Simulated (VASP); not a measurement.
WC, 16 atoms in the cell. The cell holds a slab with vacuum, 16 atoms: a = 5.812 Å, b = 5.812 Å, c = 15.256 Å, α = 90.00°, β = 90.00°, γ = 120.00°. 

| Quantity | Value |
| --- | --- |
| Program | VASP 6.6.1 |
| Task | single point |
| Functional | PBE |
| Dispersion | D3(BJ) |
| Potentials or basis | VASP PAW PBE potentials, release 64 (W_sv, C) |
| Cutoff | 520 eV |
| k mesh | 2 × 2 × 1 |
| Occupations | fermi-dirac, width 0.05 eV |
| Spin | no spin polarisation |
| Dipole correction | no |
| Further INCAR settings | LREAL = Auto; ALGO = Normal; EDIFF = 1e-07; NBANDS = 86 |

Potentials or basis: VASP PAW PBE potentials, release 64 (W_sv, C).

The run is started by

```console
$ cat potpaw_PBE.64/W_sv/POTCAR potpaw_PBE.64/C/POTCAR > POTCAR
$ mpirun -np 1 vasp_std > vasp.out
```

Hardware: 1 thread of Intel(R) Xeon(R) 6975P-C (Granite Rapids), on a shared host.

Estimate the wall time of this run.

It took 4.6 min on 1 thread of Intel(R) Xeon(R) 6975P-C (Granite Rapids), on a shared host, peak memory 0.59 GiB. Counts: scf iterations 30, k points 4.
